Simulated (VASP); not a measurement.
# Dy5C (P-62m) in VASP: notebook

Runs on Dy5C. Level: PBE. Tasks: single point, relaxation of cell and atoms.

Everything below comes from runs of VASP 6.6.1. Logs are shortened: lines on timing, memory, paths and dates and some standing lists are left out, and cuts for length are marked.

### Step 1. The cell of the first run

Symmetry: P-62m, No. 189, hexagonal system. The conventional cell has a = 5.996 Å, b = 5.996 Å, c = 8.456 Å, α = 90.00°, β = 90.00°, γ = 120.00°. Dy (site symmetry m2m) has 2 C at 2.47 to 3.52 Å and 6 Dy at 3.13 to 3.34 Å within 3.6 Å. Dy (site symmetry 3m) has 1 C at 2.24 Å within 3.0 Å. C (site symmetry -62m) has 5 Dy at 2.24 to 2.47 Å within 3.0 Å.

The cell was generated, and may not be a known phase.

### Step 2. Single point, PBE

INCAR reads:

```
ALGO     = Normal         # electronic algorithm
EDIFF    = 1E-6           # SCF threshold, eV
ENCUT    = 600            # plane-wave cutoff, eV
GGA      = PE             # functional
GGA_COMPAT= F            
ISIF     = 2              # what is computed and relaxed
ISMEAR   = 0              # smearing method
LASPH    = T              # aspherical terms in the spheres
LCHARG   = F              # write CHGCAR
LMAXMIX  = 6              # l up to which the mixer works
LREAL    = F              # projectors in reciprocal space
LWAVE    = F              # write WAVECAR
NBANDS   = 34             # bands
NELM     = 200            # most SCF steps
PREC     = Accurate       # precision mode
SIGMA    = 0.2            # smearing width, eV
```

KPOINTS reads:

```
k-points
0
Gamma
  4 4 3
```

POSCAR reads:

```
Dy5C
1.0
    5.9959085322     -0.0000000032      0.0000000000
   -2.9979542633      5.1926091092      0.0000000000
    0.0000000000      0.0000000000      8.4564602022
Dy C
5 1
Direct
    0.5873341932      0.0000000000      0.0000000000
    0.0000000000      0.5873341932      0.0000000000
    0.4126658068      0.4126658068      0.0000000000
    0.0000000000      0.0000000000      0.2646140954
    0.0000000000      0.0000000000      0.7353859046
    0.0000000000      0.0000000000      0.0000000000
```

Potentials or basis: VASP PAW PBE potentials, release 64 (Dy_3, C), 4f in core.

The run is started by

```sh
$ cat potpaw_PBE.64/Dy_3/POTCAR potpaw_PBE.64/C/POTCAR > POTCAR
$ mpirun -np 1 vasp_std > vasp.out
```

OUTCAR:

```text
EDIFF = 1E-6
   ENCUT = 600
   GGA = PE
   ISIF = 2
   ISMEAR = 0
   LASPH = T
   LREAL = F
   NELM = 200
   PREC = Accurate

 ion  position               nearest neighbor table
   1  0.587  0.000  0.000-   6 2.47   3 3.13   2 3.13   3 3.13   2 3.13   5 3.34   4 3.34
   2  0.000  0.587  0.000-   6 2.47   1 3.13   3 3.13   1 3.13   3 3.13   5 3.34   4 3.34
   3  0.413  0.413  0.000-   6 2.47   1 3.13   1 3.13   2 3.13   2 3.13   5 3.34   4 3.34
   4  0.000  0.000  0.265-   6 2.24   2 3.34   3 3.34   1 3.34
   5  0.000  0.000  0.735-   6 2.24   2 3.34   3 3.34   1 3.34
   6  0.000  0.000  0.000-   4 2.24   5 2.24   2 2.47   3 2.47   1 2.47

  LATTYP: Found a hexagonal cell.
 ALAT       =     5.9959085322
 C/A-ratio  =     1.4103717822

  Lattice vectors:

 A1 = (   5.9959085322,  -0.0000000032,   0.0000000000)
 A2 = (  -2.9979542633,   5.1926091092,   0.0000000000)
 A3 = (   0.0000000000,   0.0000000000,   8.4564602022)

Analysis of symmetry for initial positions (statically):
=====================================================================
 Subroutine PRICEL returns:
 Original cell was already a primitive cell.

 Routine SETGRP: Setting up the symmetry group for a
 hexagonal supercell.

 Subroutine GETGRP returns: Found 12 space group operations
 (whereof 12 operations were pure point group operations)
 out of a pool of 24 trial point group operations.

The static configuration has the point symmetry D_3h.

Analysis of symmetry for dynamics (positions and initial velocities):
=====================================================================
 Subroutine PRICEL returns:
 Original cell was already a primitive cell.

 Routine SETGRP: Setting up the symmetry group for a
 hexagonal supercell.

 Subroutine GETGRP returns: Found 12 space group operations
 (whereof 12 operations were pure point group operations)
 out of a pool of 24 trial point group operations.

The dynamic configuration has the point symmetry D_3h.

 Subroutine INISYM returns: Found 12 space group operations
 (whereof 12 operations are pure point group operations),
 and found     1 'primitive' translations

----------------------------------------------------------------------------------------

                                     Primitive cell

  volume of cell :     263.2869

  direct lattice vectors                    reciprocal lattice vectors
[... 73 lines left out ...]
   LNONCOLLINEAR =      F non collinear calculations
   LSORBIT =      F    spin-orbit coupling
   LASPH  =      T    aspherical Exc in radial PAW
   ENCUT  =  600.0 eV  44.10 Ry    6.64 a.u.  11.98 11.98 16.89*2*pi/ulx,y,z
   NELM   =    200;   NELMIN=  2; NELMDL= -5     # of ELM steps
   EDIFF  = 0.1E-05   stopping-criterion for ELM
   LREAL  =      F    real-space projection
[... 7 lines left out ...]
   TEBEG  =    0.0;   TEEND  =   0.0 temperature during run
   PSTRESS=    0.0 pullay stress
   NELECT =      49.0000    total number of electrons
   NUPDOWN=      -1.0000    fix difference up-down
   EMIN   =  10.00;   EMAX   =-10.00  energy-range for DOS
   EFERMI =   0.00;   METHOD = LEGACY
   ISMEAR =     0;   SIGMA  =   0.20  broadening in eV -4-tet -1-fermi 0-gaus
   EFERMI_NEDOS =   21; number of points for ismear=-14 and -15
   IALGO  =     38    algorithm
   IMIX   =      4    mixing-type and parameters
     AMIX     =   0.40;   BMIX     =  1.00
     AMIX_MAG =   1.60;   BMIX_MAG =  1.00
  volume/ion in A,a.u.               =      43.88       296.12
  Fermi-wavevector in a.u.,A,eV,Ry     =   0.934682  1.766292 11.886458  0.873630
  Thomas-Fermi vector in A             =   2.061512
   LORBIT       =      0    0 simple, 1 ext, 2 COOP (PROOUT), +10 PAW based schemes
   GGA     = PE    functional components
   LHFCALC =     F    Hartree Fock is set to
   AEXX    =    0.0000 exact exchange contribution
   IVDW    =     0    specifies the selected vdW correction
   LEPSILON=     F    determine dielectric tensor
   LRPA    =     F    only Hartree local field effects (RPA)
 non-spin polarized calculation
 Gauss-broadening in eV      SIGMA  =   0.20
  energy-cutoff  :      600.00
  volume of cell :      263.29
 maximum number of plane-waves:      8808
 NGX is ok and might be reduce to    48
   NGX = 23   NGY = 23   NGZ = 33

 number of electron      48.9999999 magnetization

 Free energy of the ion-electron system (eV)
  ---------------------------------------------------
  ext. energy  EPLUGINS =         0.00000000
  ---------------------------------------------------
  free energy    TOTEN  =       -26.40134663 eV

  energy without entropy =      -26.21175517  energy(sigma->0) =      -26.30655090

 E-fermi :   0.9074     XC(G=0):  -7.5599

 val. band max:        0.8735843143   @ k =   0.5000   0.0000   0.0000
 cond. band min:       0.9146910212   @ k =   0.5000   0.0000   0.0000
 fundamental gap:      0.0411067069
 Fermi energy:         0.9073774369

 k-point     1 :       0.0000    0.0000    0.0000
  band No.  band energies     occupation
      1     -23.3077      2.00000
      2     -23.3036      2.00000
      3     -23.3036      2.00000
      4     -23.2711      2.00000
      5     -23.2711      2.00000
      6     -23.1925      2.00000
[... 285 lines left out ...]
     33       2.4163      0.00000
     34       2.7517      0.00000

------------------------ aborting loop because EDIFF is reached ----------------------------------------

  FORCE on cell =-STRESS in cart. coord.  units (eV):
  Direction    XX          YY          ZZ          XY          YZ          ZX
  --------------------------------------------------------------------------------------
  -------------------------------------------------------------------------------------
  Total        0.3874562      0.3874562      1.6667453      0.0000000     -0.0000000      0.0000000
  in kB        2.3577839      2.3577839     10.1426301      0.0000000     -0.0000000      0.0000000
  external PRESSURE =       4.9527327 kB  Pullay stress =       0.0000000 kB

 VOLUME and BASIS-vectors are now :
 -----------------------------------------------------------------------------
  energy-cutoff  :      600.00
  volume of cell :      263.29
      direct lattice vectors                 reciprocal lattice vectors
     5.995908532 -0.000000003  0.000000000     0.166780396  0.096290706  0.000000000
    -2.997954263  5.192609109  0.000000000     0.000000000  0.192581413  0.000000000
     0.000000000  0.000000000  8.456460202     0.000000000  0.000000000  0.118252789

 POSITION                                       TOTAL-FORCE (eV/Angst)
 -----------------------------------------------------------------------------------
      3.52160     -0.00000      0.00000         0.023308     -0.000000      0.000000
     -1.76080      3.04980      0.00000        -0.011654      0.020185     -0.000000
      1.23715      2.14281      0.00000        -0.011654     -0.020185      0.000000
      0.00000      0.00000      2.23770        -0.000000     -0.000000      0.155650
      0.00000      0.00000      6.21876        -0.000000     -0.000000     -0.155650
      0.00000      0.00000      0.00000        -0.000000      0.000000      0.000000
 -----------------------------------------------------------------------------------
    total drift:                               -0.000000     -0.000000      0.000000

  FREE ENERGIE OF THE ION-ELECTRON SYSTEM (eV)
  ---------------------------------------------------
  free  energy   TOTEN  =       -26.4013466321 eV

  energy  without entropy=      -26.2117551732  energy(sigma->0) =      -26.30655090
```

stdout:

```text
POSCAR found type information on POSCAR DyC
 POSCAR found :  2 types and       6 ions
 scaLAPACK will be used
 LDA part: xc-table for (Slater+PW92), standard interpolation
 POSCAR, INCAR and KPOINTS ok, starting setup
 FFT: planning ... GRIDC
 FFT: planning ... GRID_SOFT
 FFT: planning ... GRID
 WAVECAR not read
 entering main loop
```

Wall time 50 s (1 thread of Intel Xeon 6975P-C (Granite Rapids), shared host); peak memory 0.42 GiB.

Results:

- Free energy: -26.4013 eV
- Pressure: 0.5 GPa
- Largest force: 0.156 eV/Å
- Band gap on the k mesh: zero (an odd number of electrons rules out a gap without spin polarisation)

Forces on the atoms (eV/Å):
```
Dy   0.023  0.000  0.000
Dy  -0.012  0.020  0.000
Dy  -0.012 -0.020  0.000
Dy   0.000  0.000  0.156
Dy   0.000  0.000 -0.156
C    0.000  0.000  0.000
```

Levels at points of the mesh, in eV from the Fermi level:
```tsv
k point	band 21	band 22	band 23	band 24	band 25	band 26	band 27	band 28
(0.00, 0.00, 0.00)	-1.35	-0.79	-0.32	-0.32	-0.24	-0.24	-0.20	0.36
(0.50, 0.00, 0.00)	-1.44	-0.69	-0.03	0.01	0.01	0.04	0.12	0.60
```

Caveat: spin-orbit coupling is left out, which moves the levels of the heavy elements; the 4f electrons are frozen in the core, so they carry no moment and show no levels. Spin polarisation is off, so any magnetic state and its effect on volume and gap are missing.

### Step 3. Relaxation of cell and atoms, PBE

This run uses another cell than the first one, of 27.21 Å³/atom.

INCAR reads:

```
PREC = Accurate
ENCUT = 600
EDIFF = 1E-7
ISMEAR = 0
SIGMA = 0.2
LREAL = F
LASPH = T
NELM = 200
ALGO = Normal
ISIF = 3
LWAVE = F
LCHARG = F
GGA = PE
IBRION = 2
NSW = 36
EDIFFG = -0.08
GGA_COMPAT = F
NELMIN = 4
LMAXMIX = 6
```

KPOINTS reads:

```
regular mesh
0
Gamma
  4 4 3
```

POSCAR reads:

```
Dy5C
1.0
    5.3773469300      0.0000000000      0.0000000000
   -2.6886734600      4.6569190500      0.0000000000
    0.0000000000      0.0000000000      6.5201706000
Dy C
5 1
Direct
    0.6525133900      0.0000000000      0.0000000000
    0.0000000000      0.6525133900      0.0000000000
    0.3474866100      0.3474866100      0.0000000000
    0.0000000000      0.0000000000      0.3191934000
    0.0000000000      0.0000000000      0.6808066000
    0.0000000000      0.0000000000      0.0000000000
```

Potentials or basis: VASP PAW PBE potentials, release 64 (Dy_3, C), 4f in core.

The run is started by

```sh
$ cat potpaw_PBE.64/Dy_3/POTCAR potpaw_PBE.64/C/POTCAR > POTCAR
$ mpirun -np 1 vasp_std > vasp.out
```

It took 21 min on 1 thread of Intel Xeon Platinum 8259CL at 2.50GHz (Skylake/Cascade Lake), shared host; peak memory 0.38 GiB.

It converged, with:

- Free energy: -26.4037 eV
- Relaxed volume: 45.94 Å³/atom
- Relaxed cell: a = 6.059 Å, b = 6.059 Å, c = 8.670 Å, α = 90.00°, β = 90.00°, γ = 120.00°
- Space group after relaxing (to 0.1 Å): P-62m (No. 189)
- Energy gained by relaxing: 1578.2 meV/atom
- Ionic steps: 13
- Pressure after relaxing: -0.1 GPa
- Largest force after relaxing: 0.052 eV/Å
- Band gap on the k mesh: zero (an odd number of electrons rules out a gap without spin polarisation)

Forces on the atoms (eV/Å):
```
Dy  -0.052  0.000  0.000
Dy   0.026 -0.045  0.000
Dy   0.026  0.045  0.000
Dy   0.000  0.000 -0.044
Dy   0.000  0.000  0.044
C    0.000  0.000  0.000
```

Stress tensor (GPa, compression positive):
```
-0.14  0.00  0.00
 0.00 -0.14  0.00
 0.00  0.00 -0.03
```

The path:
```
step  energy change (eV)  largest force (eV/Å)  pressure (GPa)  volume (Å³)
   1              0.0000                9.8046           35.62       163.28
   2             -4.3010                3.1162           -5.35       351.82
   3             -8.1739                2.7619           -0.67       239.40
   4             -8.2013                2.7081           -0.17       235.98
   5             -8.2154                2.6324            0.55       231.56
   6             -8.7286                1.5938            0.40       238.24
   7             -9.2345                0.4912            1.05       248.94
   8             -8.9054                2.9506            3.53       270.59
   9             -9.3093                0.8656            1.88       256.96
  10             -9.4006                0.5198           -1.36       291.55
  11             -9.4605                0.0371           -0.23       277.41
  12             -9.4605                0.0297           -0.27       277.83
  13             -9.4692                0.0521           -0.10       275.67
```

Final structure:
```
Dy C
1.0
     6.05937    0.00000    0.00000
    -3.02968    5.24756    0.00000
     0.00000    0.00000    8.66969
Dy C
5 1
Direct
  0.60268 0.00000 0.00000
  0.00000 0.60268 0.00000
  0.39732 0.39732 0.00000
  0.00000 0.00000 0.26462
  0.00000 0.00000 0.73538
  0.00000 0.00000 0.00000
```

Levels at points of the mesh, in eV from the Fermi level:
| k point | band 21 | band 22 | band 23 | band 24 | band 25 | band 26 | band 27 | band 28 | band 29 |
| --- | --- | --- | --- | --- | --- | --- | --- | --- | --- |
| (0.00, 0.00, 0.00) | -1.32 | -0.86 | -0.25 | -0.25 | -0.23 | -0.23 | 0.03 | 0.39 | 1.31 |
| (0.50, 0.00, 0.00) | -1.41 | -0.72 | -0.11 | -0.10 | -0.08 | 0.09 | 0.20 | 0.57 | 0.65 |

Caveat: the volume moved by over 15 % at a fixed basis, so the end points are rough; spin-orbit coupling is left out, which moves the levels of the heavy elements; the 4f electrons are frozen in the core, so they carry no moment and show no levels; the relaxation stopped at a loose force limit of 0.08 eV/Å, so its end isn't a converged minimum. Spin polarisation is off, so any magnetic state and its effect on volume and gap are missing.

The gap in the log of VASP goes by the Fermi energy; the results here count the filled bands.